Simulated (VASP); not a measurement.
# As (Fd-3m) in VASP: a series of runs, part 3 of 3

VASP 6.6.1.

### 4 Single point, r2SCAN

This run uses another cell than the first one, of 27.97 Å³/atom, 1.032 times its volume.

POSCAR

```
As
1.0
    0.0000000000      3.0356425183      3.0356425183
    3.0356425183      0.0000000000      3.0356425183
    3.0356425183      3.0356425183      0.0000000000
As
2
Direct
    0.0000000000      0.0000000000      0.0000000000
    0.2500000000      0.2500000000      0.2500000000
```

INCAR.step1

```
PREC = Accurate ; ENCUT = 520
ISMEAR = -1 ; SIGMA = 0.1
LREAL = False ; LASPH = True
NELM = 100 ; NBANDS = 12
GGA = PE ; ALGO = Normal
EDIFF = 1E-4 ; LWAVE = True
LCHARG = False
```

INCAR.step2

```
PREC = Accurate ; ENCUT = 520
EDIFF = 1E-6 ; ISMEAR = -1
SIGMA = 0.1 ; LREAL = False
LASPH = True ; NELM = 100
ALGO = Normal ; ISIF = 2
LWAVE = False ; LCHARG = False
METAGGA = R2SCAN ; LMIXTAU = True
NBANDS = 12 ; ISTART = 1
```

KPOINTS

```
Automatic mesh
0
Gamma
  10 10 10
```

Potentials or basis: VASP PAW PBE potentials, release 64 (As).

Command:

```bash
cat potpaw_PBE.64/As/POTCAR > POTCAR
cp INCAR.step1 INCAR
mpirun -np 1 vasp_std > vasp.out
cp INCAR.step2 INCAR
mpirun -np 1 vasp_std > vasp.out
```

OUTCAR:

```text
PREC = Accurate
   ENCUT = 520
   EDIFF = 1E-6
   ISMEAR = -1
   LREAL = False
   LASPH = True
   NELM = 100
   ISIF = 2
   METAGGA = R2SCAN
   ISTART = 1

 ion  position               nearest neighbor table
   1  0.000  0.000  0.000-   2 2.63   2 2.63   2 2.63   2 2.63
   2  0.250  0.250  0.250-   1 2.63   1 2.63   1 2.63   1 2.63

  LATTYP: Found a face centered cubic cell.
 ALAT       =     6.0712850366

  Lattice vectors:

 A1 = (   0.0000000000,   3.0356425183,   3.0356425183)
 A2 = (   3.0356425183,   0.0000000000,   3.0356425183)
 A3 = (   3.0356425183,   3.0356425183,   0.0000000000)

Analysis of symmetry for initial positions (statically):
=====================================================================
 Subroutine PRICEL returns:
 Original cell was already a primitive cell.

 Routine SETGRP: Setting up the symmetry group for a
 face centered cubic supercell.

 Subroutine GETGRP returns: Found 48 space group operations
 (whereof 24 operations were pure point group operations)
 out of a pool of 48 trial point group operations.

The static configuration has the point symmetry T_d .
 The point group associated with its full space group is O_h .

Analysis of symmetry for dynamics (positions and initial velocities):
=====================================================================
 Subroutine PRICEL returns:
 Original cell was already a primitive cell.

 Routine SETGRP: Setting up the symmetry group for a
 face centered cubic supercell.

 Subroutine GETGRP returns: Found 48 space group operations
 (whereof 24 operations were pure point group operations)
 out of a pool of 48 trial point group operations.

The dynamic configuration has the point symmetry T_d .
 The point group associated with its full space group is O_h .

 Subroutine INISYM returns: Found 48 space group operations
 (whereof 24 operations are pure point group operations),
 and found     1 'primitive' translations

----------------------------------------------------------------------------------------

                                     Primitive cell

  volume of cell :      55.9477

  direct lattice vectors                    reciprocal lattice vectors
     0.000000000  3.035642518  3.035642518    -0.164709776  0.164709776  0.164709776
     3.035642518  0.000000000  3.035642518     0.164709776 -0.164709776  0.164709776
     3.035642518  3.035642518  0.000000000     0.164709776  0.164709776 -0.164709776

  length of vectors
     4.293046820  4.293046820  4.293046820     0.285285701  0.285285701  0.285285701

  position of ions in fractional coordinates (direct lattice)
     0.000000000  0.000000000  0.000000000
     0.250000000  0.250000000  0.250000000

  ion indices of the primitive-cell ions
   primitive index   ion index
                 1           1
                 2           2

----------------------------------------------------------------------------------------

 KPOINTS: Automatic mesh

Automatic generation of k-mesh.
 Grid dimensions read from file:
 generate k-points for:   10   10   10

 Generating k-lattice:

  Cartesian coordinates                     Fractional coordinates (reciprocal lattice)
    -0.016470978  0.016470978  0.016470978     0.100000000  0.000000000  0.000000000
     0.016470978 -0.016470978  0.016470978     0.000000000  0.100000000  0.000000000
     0.016470978  0.016470978 -0.016470978     0.000000000  0.000000000  0.100000000

  Length of vectors
     0.028528570  0.028528570  0.028528570

  Shift w.r.t. Gamma in fractional coordinates (k-lattice)
     0.000000000  0.000000000  0.000000000

 Subroutine IBZKPT returns following result:
 ===========================================

 Found     47 irreducible k-points:

 Following reciprocal coordinates:
            Coordinates               Weight
  0.000000  0.000000  0.000000      1.000000
  0.100000  0.000000  0.000000      8.000000
  0.200000  0.000000  0.000000      8.000000
  0.300000  0.000000  0.000000      8.000000
  0.400000  0.000000  0.000000      8.000000
  0.500000  0.000000  0.000000      4.000000
[... 16 lines left out ...]
  0.300000  0.300000  0.000000      6.000000
  0.400000  0.300000  0.000000     24.000000
 [... further k-points ...]
   k-points           NKPTS =     47   k-points in BZ     NKDIM =     47   number of bands    NBANDS=     12
   number of dos      NEDOS =    301   number of ions     NIONS =      2
   total plane-waves  NPLWV =  32768
   dimension x,y,z NGX =    32 NGY =   32 NGZ =   32
   dimension x,y,z NGXF=    64 NGYF=   64 NGZF=   64
   ions per type =               2
   NGX,Y,Z   is equivalent  to a cutoff of  12.39, 12.39, 12.39 a.u.
   NGXF,Y,Z  is equivalent  to a cutoff of  24.78, 24.78, 24.78 a.u.
 SYSTEM =  unknown system
   PREC   = accura    normal or accurate (medium, high low for compatibility)
   ISTART =      1    job   : 0-new  1-cont  2-samecut
   ICHARG =      0    charge: 1-file 2-atom 10-const
   ISPIN  =      1    spin polarized calculation?
   LNONCOLLINEAR =      F non collinear calculations
   LSORBIT =      F    spin-orbit coupling
   LASPH  =      T    aspherical Exc in radial PAW
   ENCUT  =  520.0 eV  38.22 Ry    6.18 a.u.   7.98  7.98  7.98*2*pi/ulx,y,z
   NELM   =    100;   NELMIN=  2; NELMDL=  0     # of ELM steps
   EDIFF  = 0.1E-05   stopping-criterion for ELM
   LREAL  =      F    real-space projection
   EDIFFG = 0.1E-04   stopping-criterion for IOM
   NSW    =      0    number of steps for IOM
   IBRION =     -1    ionic relax: 0-MD 1-quasi-New 2-CG
   NFREE  =      0    steps in history (QN), initial steepest desc. (CG)
   ISIF   =      2    stress and relaxation
   ISYM   =      2    0-nonsym 1-usesym 2-fastsym
   POTIM  = 0.5000    time-step for ionic-motion
   TEBEG  =    0.0;   TEEND  =   0.0 temperature during run
   PSTRESS=    0.0 pullay stress
   NELECT =      10.0000    total number of electrons
   NUPDOWN=      -1.0000    fix difference up-down
   EMIN   =  10.00;   EMAX   =-10.00  energy-range for DOS
   EFERMI =   0.00;   METHOD = LEGACY
   ISMEAR =    -1;   SIGMA  =   0.10  broadening in eV -4-tet -1-fermi 0-gaus
   EFERMI_NEDOS =   21; number of points for ismear=-14 and -15
   IALGO  =     38    algorithm
   IMIX   =      4    mixing-type and parameters
     AMIX     =   0.40;   BMIX     =  1.00
     AMIX_MAG =   1.60;   BMIX_MAG =  1.00
  volume/ion in A,a.u.               =      27.97       188.78
  Fermi-wavevector in a.u.,A,eV,Ry     =   0.922177  1.742662 11.570532  0.850410
  Thomas-Fermi vector in A             =   2.047675
   LORBIT       =      0    0 simple, 1 ext, 2 COOP (PROOUT), +10 PAW based schemes
   METAGGA = R2SCAN    functional components
   LHFCALC =     F    Hartree Fock is set to
   AEXX    =    0.0000 exact exchange contribution
   IVDW    =     0    specifies the selected vdW correction
   LEPSILON=     F    determine dielectric tensor
   LRPA    =     F    only Hartree local field effects (RPA)
 non-spin polarized calculation
  energy-cutoff  :      520.00
  volume of cell :       55.95
 maximum number of plane-waves:      1524
   NGX = 15   NGY = 15   NGZ = 15

 number of electron       9.9999998 magnetization

 Free energy of the ion-electron system (eV)
  ---------------------------------------------------
  ext. energy  EPLUGINS =         0.00000000
  ---------------------------------------------------
  free energy    TOTEN  =       -28.59927350 eV

  energy without entropy =      -28.56000839  energy(sigma->0) =      -28.57964095

 E-fermi :   2.9450     XC(G=0):  -9.0851

 val. band max:        2.9150275032   @ k =   0.4000   0.3000   0.0000
 cond. band min:       2.9517832993   @ k =   0.3000   0.2000   0.0000
 fundamental gap:      0.0367557961
 Fermi energy:         2.9449623735

 k-point     1 :       0.0000    0.0000    0.0000
  band No.  band energies     occupation
      1     -11.5157      2.00000
      2      -3.0598      2.00000
      3       0.6447      2.00000
      4       0.6447      2.00000
      5       0.6447      2.00000
      6       3.5853      0.00331
      7       3.5853      0.00331
      8       3.5853      0.00331
      9       8.2786      0.00000
     10      11.2784      0.00000
     11      11.2784      0.00000
     12      13.2183      0.00000
[... 331 lines left out ...]
 k-point    24 :       0.4000    0.3000    0.0000
  band No.  band energies     occupation
      1      -9.9957      2.00000
      2      -6.8637      2.00000
      3      -1.3537      2.00000
      4      -1.1346      2.00000
      5       2.4555      1.98514
      6       2.9150      1.14857
      7       6.8566      0.00000
      8       7.0149      0.00000
      9       9.4304      0.00000
     10      11.9206      0.00000
     11      13.2003      0.00000
     12      14.9065      0.00000

 [... further k-points ...]
[... 5 lines left out ...]
  --------------------------------------------------------------------------------------
  -------------------------------------------------------------------------------------
  Total       -0.0879784     -0.0879784     -0.0879784      0.0000000      0.0000000      0.0000000
  in kB       -2.5194451     -2.5194451     -2.5194451      0.0000000      0.0000000      0.0000000
  external PRESSURE =      -2.5194451 kB  Pullay stress =       0.0000000 kB

 VOLUME and BASIS-vectors are now :
 -----------------------------------------------------------------------------
  energy-cutoff  :      520.00
  volume of cell :       55.95
      direct lattice vectors                 reciprocal lattice vectors
     0.000000000  3.035642518  3.035642518    -0.164709776  0.164709776  0.164709776
     3.035642518  0.000000000  3.035642518     0.164709776 -0.164709776  0.164709776
     3.035642518  3.035642518  0.000000000     0.164709776  0.164709776 -0.164709776

 POSITION                                       TOTAL-FORCE (eV/Angst)
 -----------------------------------------------------------------------------------
      0.00000      0.00000      0.00000         0.000000      0.000000     -0.000000
      1.51782      1.51782      1.51782        -0.000000     -0.000000      0.000000
 -----------------------------------------------------------------------------------
    total drift:                               -0.000000      0.000000      0.000000

  FREE ENERGIE OF THE ION-ELECTRON SYSTEM (eV)
  ---------------------------------------------------
  free  energy   TOTEN  =       -28.5992734969 eV

  energy  without entropy=      -28.5600083939  energy(sigma->0) =      -28.57964095
```

OSZICAR.step1:

```text
N       E                     dE             d eps       ncg     rms          rms(c)
DAV:   1     0.232814977792E+02    0.23281E+02   -0.40495E+03  1128   0.684E+02
DAV:   2    -0.731443619016E+01   -0.30596E+02   -0.29499E+02  1528   0.105E+02
DAV:   3    -0.874711026366E+01   -0.14327E+01   -0.14226E+01  1444   0.215E+01
DAV:   4    -0.875648940912E+01   -0.93791E-02   -0.93781E-02  1240   0.211E+00
DAV:   5    -0.875653477256E+01   -0.45363E-04   -0.45363E-04  1404   0.151E-01    0.338E+00
DAV:   6    -0.873702027881E+01    0.19514E-01   -0.81513E-03  1228   0.480E-01    0.202E+00
DAV:   7    -0.872651914908E+01    0.10501E-01   -0.17674E-02  1248   0.721E-01    0.712E-02
DAV:   8    -0.872666782909E+01   -0.14868E-03   -0.64604E-04  1208   0.129E-01    0.174E-02
DAV:   9    -0.872668711983E+01   -0.19291E-04   -0.17190E-05   800   0.279E-02
   1 F= -.87266871E+01 E0= -.87066577E+01  d E =-.400588E-01
```

It took 52 s on 1 thread of AMD EPYC 9R45 (Zen 5), shared host; peak memory 0.16 GiB.

What came out:

```yaml
Free_energy: -28.5993 eV
Pressure: -0.3 GPa
Band_gap_on_the_k_mesh: zero (band 5 reaches 3.84 eV, above the bottom of band 6 at 2.34 eV)
```

Caveat: the PAW data sets were made with another functional, which shifts forces and pressure a little.

### 5 Single point, r2SCAN

This run uses another cell than the first one, of 27.97 Å³/atom, 1.032 times its volume.

POSCAR is that of step 4.

INCAR.step1

```
SYSTEM = As
PREC     = Accurate       ! precision mode
ENCUT    = 520            ! plane-wave cutoff, eV
ISMEAR   = -1             ! smearing method
SIGMA    = 0.1            ! smearing width, eV
LREAL    = .False.        ! projectors in reciprocal space
LASPH    = .True.         ! aspherical terms in the spheres
NELM     = 80             ! most SCF steps
NBANDS   = 12             ! bands
GGA      = PE             ! functional
ALGO     = Normal         ! electronic algorithm
EDIFF    = 1E-4           ! SCF threshold, eV
LWAVE    = .True.         ! write WAVECAR
LCHARG   = .False.        ! write CHGCAR
```

INCAR.step2

```
SYSTEM = As
PREC     = Accurate       ! precision mode
ENCUT    = 520            ! plane-wave cutoff, eV
EDIFF    = 1E-6           ! SCF threshold, eV
ISMEAR   = -1             ! smearing method
SIGMA    = 0.1            ! smearing width, eV
LREAL    = .False.        ! projectors in reciprocal space
LASPH    = .True.         ! aspherical terms in the spheres
NELM     = 80             ! most SCF steps
ALGO     = Normal         ! electronic algorithm
ISIF     = 2              ! what is computed and relaxed
LWAVE    = .False.        ! write WAVECAR
LCHARG   = .False.        ! write CHGCAR
METAGGA  = R2SCAN         ! meta-GGA
LMIXTAU  = .True.       
NBANDS   = 12             ! bands
ISTART   = 1
```

KPOINTS

```
regular mesh
0
Gamma
  10 10 10
  0 0 0
```

Command:

```bash
cat potpaw_PBE.64/As/POTCAR > POTCAR
cp INCAR.step1 INCAR
mpirun -np 1 vasp_std > vasp.out
cp INCAR.step2 INCAR
mpirun -np 1 vasp_std > vasp.out
```

Run time: 51 s. Hardware: 1 thread of AMD EPYC 9R45 (Zen 5), shared host; peak memory 0.16 GiB.

Results (log left out):

* Free energy: -28.5993 eV
* Pressure: -0.3 GPa
* Band gap on the k mesh: zero (band 5 reaches 3.84 eV, above the bottom of band 6 at 2.34 eV)

Levels at points of the mesh, in eV from the Fermi level:
| k point | band 2 | band 3 | band 4 | band 5 | band 6 | band 7 | band 8 | band 9 |
| --- | --- | --- | --- | --- | --- | --- | --- | --- |
| (0.00, 0.00, 0.00) | -6.00 | -2.30 | -2.30 | -2.30 | 0.64 | 0.64 | 0.64 | 5.33 |
| (0.50, 0.00, 0.00) | -9.92 | -3.29 | -3.29 | -2.72 | 1.97 | 1.97 | 5.16 | 7.58 |
| (0.50, 0.50, 0.00) | -11.54 | -4.41 | -4.41 | -0.60 | -0.60 | 5.36 | 5.36 | 8.02 |

Caveat: the PAW data sets were made with another functional, which shifts forces and pressure a little.

### 6 Single point, r2SCAN

This run uses another cell than the first one, of 28.83 Å³/atom, 1.063 times its volume.

POSCAR

```
As
1.0
    0.0000000000      3.0663076495      3.0663076495
    3.0663076495      0.0000000000      3.0663076495
    3.0663076495      3.0663076495      0.0000000000
As
2
Direct
    0.0000000000      0.0000000000      0.0000000000
    0.2500000000      0.2500000000      0.2500000000
```

INCAR.step1

```
  PREC = Accurate
  ENCUT = 520
  ISMEAR = -1
  SIGMA = 0.1
  LREAL = False
  LASPH = True
  NELM = 100
  NBANDS = 12
  GGA = PE
  ALGO = Normal
  EDIFF = 1E-4
  LWAVE = True
  LCHARG = False
```

INCAR.step2

```
  PREC = Accurate
  ENCUT = 520
  EDIFF = 1E-6
  ISMEAR = -1
  SIGMA = 0.1
  LREAL = False
  LASPH = True
  NELM = 100
  ALGO = Normal
  ISIF = 2
  LWAVE = False
  LCHARG = False
  METAGGA = R2SCAN
  LMIXTAU = True
  NBANDS = 12
  ISTART = 1
```

KPOINTS

```
Automatic mesh
0
Gamma
  10 10 10
```

Potentials or basis: VASP PAW PBE potentials, release 64 (As).

Command:

```bash
cat potpaw_PBE.64/As/POTCAR > POTCAR
cp INCAR.step1 INCAR
mpirun -np 1 vasp_std > vasp.out
cp INCAR.step2 INCAR
mpirun -np 1 vasp_std > vasp.out
```

Run time: 47 s. Hardware: 1 thread of AMD EPYC 9R45 (Zen 5), shared host; peak memory 0.16 GiB.

It converged, with:

* Free energy: -28.5889 eV
* Pressure: -1.7 GPa
* Band gap on the k mesh: zero (band 5 reaches 3.53 eV, above the bottom of band 6 at 2.12 eV)

Levels at points of the mesh, in eV from the Fermi level:
```
           k point  band 3  band 4  band 5  band 6  band 7  band 8
(0.00, 0.00, 0.00)   -2.23   -2.23   -2.23    0.66    0.66    0.66
(0.50, 0.00, 0.00)   -3.19   -3.19   -2.71    1.96    1.96    4.97
(0.50, 0.50, 0.00)   -4.27   -4.27   -0.56   -0.56    5.18    5.18
```

Caveat: the PAW data sets were made with another functional, which shifts forces and pressure a little.

### 7 Summary

| cell | gap on the mesh (eV) | pressure (GPa) |
| --- | --- | --- |
| a = 4.249 Å, angles 60.0°, 2 atoms | none | 1.4 |
| a = 4.293 Å, angles 60.0°, 2 atoms | none | -0.3 |
| a = 4.336 Å, angles 60.0°, 2 atoms | none | -1.7 |

Alike in all rows: task single point; level r2SCAN; potentials or basis VASP PAW PBE potentials, release 64 (As); no spin polarisation; k mesh 10 × 10 × 10; cutoff (eV) 520; smearing fermi-dirac 0.1 eV.

Caveats: the PAW data sets were made with another functional, which shifts forces and pressure a little.

Total energies depend on the potentials used, so only differences within one code and one set of settings carry meaning.
